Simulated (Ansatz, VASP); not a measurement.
## Sn: VASP beside Ansatz

```
CELL_PARAMETERS angstrom
-1.68270 1.77555 2.30597
1.77038 -1.77555 2.37071
1.68270 1.77555 -2.30597
ATOMIC_POSITIONS crystal
Sn 0.00000 0.00000 0.00000
```

Change from the starting cell: strain +0.0375 x Voigt [0, 0, 0, 0, 1, 0], atoms carried along.

Alike in both runs: task single point; functional PBEsol; k mesh 20 × 20 × 20; occupations gaussian, width 0.15 eV; no spin polarisation.

```csv
,VASP,Ansatz
version,VASP 6.6.1,Ansatz 0.2.0
potentials or method,"VASP PAW PBE potentials, release 64 (Sn_d), cutoff 520 eV","scalar-relativistic, plane waves, PAW"
valence electrons in the cell,14,14
```

|  | VASP | Ansatz | Ansatz less VASP |
| --- | --- | --- | --- |
| gap on the k mesh at the Fermi level (eV) | none | none | - |
| pressure (GPa) | -3.6 | -3.5 | +0.06 |
| traceless stress, the component that is largest in VASP (GPa) | -0.46 | -0.46 | +0.001 |

VASP's potentials were made for PBE, not for PBEsol. A gap of «none» marks a metal or a gap that the smearing closes.
